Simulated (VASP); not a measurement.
# KBr (Fm-3m) in VASP: single point with PBEsol

Aim: the single point of KBr with PBEsol.

Program: VASP 6.6.1. These are calculated values, not measurements. Logs are shortened: lines on timing, memory, paths and dates and some standing lists are left out, and cuts for length are marked.

## (1) The cell of the first run

Symmetry: Fm-3m, No. 225, cubic system. The conventional cell has a = 6.851 Å, b = 6.851 Å, c = 6.851 Å, α = 90.00°, β = 90.00°, γ = 90.00°. K (site symmetry m-3m) has 6 Br at 3.43 Å within 4.5 Å. Br (site symmetry m-3m) has 6 K at 3.43 Å within 4.5 Å.

## (2) Single point, PBEsol (Rb replaced by K, lengths x 0.970, strained)

INCAR

```
PREC = Accurate
ENCUT = 520
EDIFF = 1E-6
ISMEAR = 0
SIGMA = 0.02
LREAL = F
LASPH = T
NELM = 80
ALGO = Normal
ISIF = 2
LWAVE = F
LCHARG = F
GGA = PS
NBANDS = 15
```

KPOINTS

```
Automatic mesh
0
Gamma
  6 6 6
```

POSCAR

```
KBr
1.0
    0.0000000000      3.4253794057      3.4253794057
    3.4253794057      0.0000000000      3.4253794057
    3.4253794057      3.4253794057      0.0000000000
K Br
1 1
Direct
    0.0000000000      0.0000000000      0.0000000000
    0.5000000000      0.5000000000      0.5000000000
```

Potentials or basis: VASP PAW PBE potentials, release 64 (K_sv, Br).

Command:

```console
$ cat potpaw_PBE.64/K_sv/POTCAR potpaw_PBE.64/Br/POTCAR > POTCAR
$ mpirun -np 1 vasp_std > vasp.out
```

OUTCAR:

```text
PREC = Accurate
   ENCUT = 520
   EDIFF = 1E-6
   ISMEAR = 0
   LREAL = F
   LASPH = T
   NELM = 80
   ISIF = 2
   GGA = PS

 ion  position               nearest neighbor table
   1  0.000  0.000  0.000-
   2  0.500  0.500  0.500-

  LATTYP: Found a face centered cubic cell.
 ALAT       =     6.8507588114

  Lattice vectors:

 A1 = (   0.0000000000,   3.4253794057,   3.4253794057)
 A2 = (   3.4253794057,   0.0000000000,   3.4253794057)
 A3 = (   3.4253794057,   3.4253794057,   0.0000000000)

Analysis of symmetry for initial positions (statically):
=====================================================================
 Subroutine PRICEL returns:
 Original cell was already a primitive cell.

 Routine SETGRP: Setting up the symmetry group for a
 face centered cubic supercell.

 Subroutine GETGRP returns: Found 48 space group operations
 (whereof 48 operations were pure point group operations)
 out of a pool of 48 trial point group operations.

The static configuration has the point symmetry O_h .

Analysis of symmetry for dynamics (positions and initial velocities):
=====================================================================
 Subroutine PRICEL returns:
 Original cell was already a primitive cell.

 Routine SETGRP: Setting up the symmetry group for a
 face centered cubic supercell.

 Subroutine GETGRP returns: Found 48 space group operations
 (whereof 48 operations were pure point group operations)
 out of a pool of 48 trial point group operations.

The dynamic configuration has the point symmetry O_h .

 Subroutine INISYM returns: Found 48 space group operations
 (whereof 48 operations are pure point group operations),
 and found     1 'primitive' translations

----------------------------------------------------------------------------------------

                                     Primitive cell

  volume of cell :      80.3815

  direct lattice vectors                    reciprocal lattice vectors
     0.000000000  3.425379406  3.425379406    -0.145969232  0.145969232  0.145969232
     3.425379406  0.000000000  3.425379406     0.145969232 -0.145969232  0.145969232
     3.425379406  3.425379406  0.000000000     0.145969232  0.145969232 -0.145969232

  length of vectors
     4.844218012  4.844218012  4.844218012     0.252826126  0.252826126  0.252826126

  position of ions in fractional coordinates (direct lattice)
     0.000000000  0.000000000  0.000000000
     0.500000000  0.500000000  0.500000000

  ion indices of the primitive-cell ions
   primitive index   ion index
                 1           1
                 2           2

----------------------------------------------------------------------------------------

 KPOINTS: Automatic mesh

Automatic generation of k-mesh.
 Grid dimensions read from file:
 generate k-points for:    6    6    6

 Generating k-lattice:

  Cartesian coordinates                     Fractional coordinates (reciprocal lattice)
    -0.024328205  0.024328205  0.024328205     0.166666667  0.000000000  0.000000000
     0.024328205 -0.024328205  0.024328205     0.000000000  0.166666667  0.000000000
     0.024328205  0.024328205 -0.024328205     0.000000000  0.000000000  0.166666667

  Length of vectors
     0.042137688  0.042137688  0.042137688

  Shift w.r.t. Gamma in fractional coordinates (k-lattice)
     0.000000000  0.000000000  0.000000000

 Subroutine IBZKPT returns following result:
 ===========================================

 Found     16 irreducible k-points:

 Following reciprocal coordinates:
            Coordinates               Weight
  0.000000  0.000000  0.000000      1.000000
  0.166667  0.000000  0.000000      8.000000
  0.333333  0.000000  0.000000      8.000000
  0.500000  0.000000  0.000000      4.000000
  0.166667  0.166667  0.000000      6.000000
  0.333333  0.166667  0.000000     24.000000
[... 8 lines left out ...]
 -0.333333  0.333333  0.166667     24.000000
 -0.333333  0.500000  0.166667     12.000000
   k-points           NKPTS =     16   k-points in BZ     NKDIM =     16   number of bands    NBANDS=     15
   number of dos      NEDOS =    301   number of ions     NIONS =      2
   total plane-waves  NPLWV =  46656
   dimension x,y,z NGX =    36 NGY =   36 NGZ =   36
   dimension x,y,z NGXF=    72 NGYF=   72 NGZF=   72
   ions per type =               1   1
   NGX,Y,Z   is equivalent  to a cutoff of  12.35, 12.35, 12.35 a.u.
   NGXF,Y,Z  is equivalent  to a cutoff of  24.71, 24.71, 24.71 a.u.
 SYSTEM =  unknown system
   PREC   = accura    normal or accurate (medium, high low for compatibility)
   ISTART =      0    job   : 0-new  1-cont  2-samecut
   ICHARG =      2    charge: 1-file 2-atom 10-const
   ISPIN  =      1    spin polarized calculation?
   LNONCOLLINEAR =      F non collinear calculations
   LSORBIT =      F    spin-orbit coupling
   LASPH  =      T    aspherical Exc in radial PAW
   ENCUT  =  520.0 eV  38.22 Ry    6.18 a.u.   9.01  9.01  9.01*2*pi/ulx,y,z
   NELM   =     80;   NELMIN=  2; NELMDL= -5     # of ELM steps
   EDIFF  = 0.1E-05   stopping-criterion for ELM
   LREAL  =      F    real-space projection
   EDIFFG = 0.1E-04   stopping-criterion for IOM
   NSW    =      0    number of steps for IOM
   IBRION =     -1    ionic relax: 0-MD 1-quasi-New 2-CG
   NFREE  =      0    steps in history (QN), initial steepest desc. (CG)
   ISIF   =      2    stress and relaxation
   ISYM   =      2    0-nonsym 1-usesym 2-fastsym
   POTIM  = 0.5000    time-step for ionic-motion
   TEBEG  =    0.0;   TEEND  =   0.0 temperature during run
   PSTRESS=    0.0 pullay stress
   NELECT =      16.0000    total number of electrons
   NUPDOWN=      -1.0000    fix difference up-down
   EMIN   =  10.00;   EMAX   =-10.00  energy-range for DOS
   EFERMI =   0.00;   METHOD = LEGACY
   ISMEAR =     0;   SIGMA  =   0.02  broadening in eV -4-tet -1-fermi 0-gaus
   EFERMI_NEDOS =   21; number of points for ismear=-14 and -15
   IALGO  =     38    algorithm
   IMIX   =      4    mixing-type and parameters
     AMIX     =   0.40;   BMIX     =  1.00
     AMIX_MAG =   1.60;   BMIX_MAG =  1.00
  volume/ion in A,a.u.               =      40.19       271.22
  Fermi-wavevector in a.u.,A,eV,Ry     =   0.955864  1.806321 12.431319  0.913676
  Thomas-Fermi vector in A             =   2.084740
   LORBIT       =      0    0 simple, 1 ext, 2 COOP (PROOUT), +10 PAW based schemes
   GGA     = PS    functional components
   LHFCALC =     F    Hartree Fock is set to
   AEXX    =    0.0000 exact exchange contribution
   IVDW    =     0    specifies the selected vdW correction
   LEPSILON=     F    determine dielectric tensor
   LRPA    =     F    only Hartree local field effects (RPA)
 non-spin polarized calculation
 Gauss-broadening in eV      SIGMA  =   0.02
  energy-cutoff  :      520.00
  volume of cell :       80.38
 maximum number of plane-waves:      2200
   NGX = 17   NGY = 17   NGZ = 17

 number of electron      16.0000001 magnetization

 Free energy of the ion-electron system (eV)
  ---------------------------------------------------
  ext. energy  EPLUGINS =         0.00000000
  ---------------------------------------------------
  free energy    TOTEN  =        -6.40941178 eV

  energy without entropy =       -6.40941178  energy(sigma->0) =       -6.40941178

 E-fermi :  -2.0838     XC(G=0):  -7.0848

 val. band max:       -2.2240791653   @ k =   0.0000   0.0000   0.0000
 cond. band min:       1.8043134764   @ k =   0.0000   0.0000   0.0000
 fundamental gap:      4.0283926416
 Fermi energy:        -2.0838175383

 k-point     1 :       0.0000    0.0000    0.0000
  band No.  band energies     occupation
      1     -30.0943      2.00000
      2     -14.4062      2.00000
      3     -13.6266      2.00000
      4     -13.6266      2.00000
      5     -13.6266      2.00000
      6      -2.2241      2.00000
      7      -2.2241      2.00000
      8      -2.2241      2.00000
      9       1.8043      0.00000
     10       5.2764      0.00000
     11       5.2764      0.00000
     12       5.2764      0.00000
     13       6.0409      0.00000
     14       6.0409      0.00000
     15       8.8908      0.00000

 k-point     2 :       0.1667    0.0000    0.0000
  band No.  band energies     occupation
      1     -30.0935      2.00000
      2     -14.4472      2.00000
      3     -13.6277      2.00000
      4     -13.6277      2.00000
      5     -13.5736      2.00000
      6      -2.5328      2.00000
      7      -2.2920      2.00000
      8      -2.2920      2.00000
      9       2.3993      0.00000
     10       5.0975      0.00000
     11       5.5685      0.00000
     12       5.5685      0.00000
     13       6.3378      0.00000
     14       6.3378      0.00000
     15       9.7099      0.00000

 k-point     3 :       0.3333    0.0000    0.0000
  band No.  band energies     occupation
      1     -30.0920      2.00000
      2     -14.5170      2.00000
      3     -13.6298      2.00000
      4     -13.6298      2.00000
      5     -13.4795      2.00000
      6      -3.0179      2.00000
      7      -2.4208      2.00000
      8      -2.4208      2.00000
      9       3.5099      0.00000
     10       5.1495      0.00000
     11       6.3452      0.00000
     12       6.3452      0.00000
     13       7.0868      0.00000
     14       7.0868      0.00000
     15       8.6155      0.00000
[... 199 lines left out ...]
 k-point    15 :      -0.3333    0.3333    0.1667
  band No.  band energies     occupation
      1     -30.0905      2.00000
      2     -14.4490      2.00000
      3     -13.6583      2.00000
      4     -13.6498      2.00000
      5     -13.5281      2.00000
      6      -2.9285      2.00000
      7      -2.6758      2.00000
      8      -2.5488      2.00000
      9       4.6744      0.00000
     10       5.0753      0.00000
     11       5.7930      0.00000
     12       6.4715      0.00000
     13       7.7328      0.00000
     14       7.9248      0.00000
     15       8.2625      0.00000

 k-point    16 :      -0.3333    0.5000    0.1667
  band No.  band energies     occupation
      1     -30.0902      2.00000
      2     -14.3928      2.00000
      3     -13.6762      2.00000
      4     -13.6587      2.00000
      5     -13.5759      2.00000
      6      -2.8423      2.00000
      7      -2.6191      2.00000
      8      -2.6138      2.00000
      9       4.2587      0.00000
     10       5.1670      0.00000
     11       5.6655      0.00000
     12       6.5200      0.00000
     13       7.4211      0.00000
     14       8.2007      0.00000
     15       8.5089      0.00000

------------------------ aborting loop because EDIFF is reached ----------------------------------------

  FORCE on cell =-STRESS in cart. coord.  units (eV):
  Direction    XX          YY          ZZ          XY          YZ          ZX
  --------------------------------------------------------------------------------------
  -------------------------------------------------------------------------------------
  Total       -0.7344581     -0.7344581     -0.7344581      0.0000000      0.0000000      0.0000000
  in kB      -14.6393427    -14.6393427    -14.6393427      0.0000000      0.0000000      0.0000000
  external PRESSURE =     -14.6393427 kB  Pullay stress =       0.0000000 kB

 VOLUME and BASIS-vectors are now :
 -----------------------------------------------------------------------------
  energy-cutoff  :      520.00
  volume of cell :       80.38
      direct lattice vectors                 reciprocal lattice vectors
     0.000000000  3.425379406  3.425379406    -0.145969232  0.145969232  0.145969232
     3.425379406  0.000000000  3.425379406     0.145969232 -0.145969232  0.145969232
     3.425379406  3.425379406  0.000000000     0.145969232  0.145969232 -0.145969232

 POSITION                                       TOTAL-FORCE (eV/Angst)
 -----------------------------------------------------------------------------------
      0.00000      0.00000      0.00000         0.000000     -0.000000      0.000000
      3.42538      3.42538      3.42538        -0.000000      0.000000     -0.000000
 -----------------------------------------------------------------------------------
    total drift:                                0.000000      0.000000      0.000000

  FREE ENERGIE OF THE ION-ELECTRON SYSTEM (eV)
  ---------------------------------------------------
  free  energy   TOTEN  =        -6.4094117811 eV

  energy  without entropy=       -6.4094117811  energy(sigma->0) =       -6.40941178
```

Run time: 40 s. Hardware: 1 thread of AMD EPYC 7R13, shared host; peak memory 0.18 GiB.

Results:

```
Free energy            : -6.4094 eV
Pressure               : -1.5 GPa
Band gap on the k mesh : 4.03 eV
```

Levels at points of the mesh, in eV from the valence-band top:
| k point | band 6 | band 7 | band 8 | band 9 | band 10 | band 11 |
| --- | --- | --- | --- | --- | --- | --- |
| (0.00, 0.00, 0.00) | 0.00 | 0.00 | 0.00 | 4.03 | 7.50 | 7.50 |
| (0.50, 0.00, 0.00) | -1.00 | -0.26 | -0.26 | 6.22 | 7.71 | 9.42 |
| (0.50, 0.50, 0.00) | -0.71 | -0.25 | -0.25 | 5.86 | 6.71 | 8.77 |

Caveat: the cell differs from its parent crystal (Rb replaced by K, lengths x 0.970, strained); the PAW data sets were made with another functional, which shifts forces and pressure a little.
